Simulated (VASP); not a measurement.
A run of VASP 6.6.1:

File INCAR:

```
ALGO = Normal
EDIFF = 1E-6
EDIFFG = -0.02
ENCUT = 600
GGA = PS
IBRION = 2
ISIF = 3
ISMEAR = 0
LASPH = T
LCHARG = F
LREAL = F
LWAVE = F
NELM = 100
NSW = 60
PREC = Accurate
SIGMA = 0.01
```

KPOINTS

```
k-points
0
Gamma
  6 6 2
```

POSCAR

```
Al2O3
1.0
    2.8843250000      0.0000000000      0.0000000000
   -1.4421620000      2.4978990000      0.0000000000
    0.0000000000      0.0000000000      9.3367540000
Al O
2 3
Direct
    0.0000000000      0.0000000000      0.1499920000
    0.0000000000      0.0000000000      0.8500080000
    0.3333333333      0.6666666667      0.2223170000
    0.6666666667      0.3333333333      0.0000000000
    0.3333333333      0.6666666667      0.7776830000
```

Potentials or basis: VASP PAW PBE potentials, release 64 (Al, O).

Run with:

```console
$ cat potpaw_PBE.64/Al/POTCAR potpaw_PBE.64/O/POTCAR > POTCAR
$ mpirun -np 1 vasp_std > vasp.out
```

Hardware: 1 thread of Intel(R) Xeon(R) Platinum 8488C (Sapphire Rapids), on a shared host.

Task: Estimate the wall time of this run.

Result: Run time: 68 s on 1 thread of Intel(R) Xeon(R) Platinum 8488C (Sapphire Rapids), with other jobs on the host, peak memory 0.2 GiB. Counts: scf iterations 49, k points 14, ion steps 5.
